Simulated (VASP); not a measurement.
Write the native input for VASP 6.6.1 that does the following.

```
Task                   : single point
Functional             : PBEsol
Potentials or basis    : VASP PAW PBE potentials, release 64 (Co, O)
Cutoff                 : 520 eV
k mesh                 : 16 × 16 × 16
Occupations            : gaussian, width 0.1 eV
Spin                   : collinear spin, ferromagnetic start
Starting moments       : [1.95, 0.22] μB
Fixed moment           : 2 μB
Dipole correction      : no
Further INCAR settings : ALGO = Normal; EDIFF = 1e-07; NBANDS = 18
```

The structure of CoO lies in POSCAR:

```
CoO
1.0
    2.5724609762      0.0000000000      0.0000000000
    0.0000000000      2.5724609762      0.0000000000
    0.0000000000      0.0000000000      2.5724609762
Co O
1 1
Direct
    0.0000000000      0.0000000000      0.0000000000
    0.5000000000      0.5000000000      0.5000000000
```

These files were run (other wordings do the same):

INCAR

```
PREC = Accurate
ENCUT = 520
EDIFF = 1E-7
ISMEAR = 0
SIGMA = 0.1
LREAL = False
LASPH = True
NELM = 150
ALGO = Normal
ISIF = 2
LWAVE = False
LCHARG = True
ISPIN = 2
MAGMOM = 1.95 0.22
LORBIT = 11
NUPDOWN = 2.0
LMAXMIX = 4
GGA = PS
LELF = True
LVHAR = True
NBANDS = 18
```

KPOINTS

```
regular mesh
0
Gamma
  16 16 16
```

Potentials or basis: VASP PAW PBE potentials, release 64 (Co, O).

Launch:

```console
$ cat potpaw_PBE.64/Co/POTCAR potpaw_PBE.64/O/POTCAR > POTCAR
$ mpirun -np 1 vasp_std > vasp.out
```

It gave:

The pressure is -8.9 GPa. The net moment is 2.00 μB per cell and the site moments are Co +1.78; O +0.20 μB. The valence electrons inside the program's atomic spheres are Co 7.96; O 4.88.

Caveat: the cell stands under tension; the PAW data sets were made with another functional, which shifts forces and pressure a little; the total moment is fixed, so each spin has its own Fermi level and the state may be an excited one; a cell with one magnetic atom can't hold antiferromagnetic order, which such compounds often take.

Wall time 40 s on 1 thread of Intel(R) Xeon(R) 6975P-C (Granite Rapids) (shared host), peak memory 0.19 GiB.
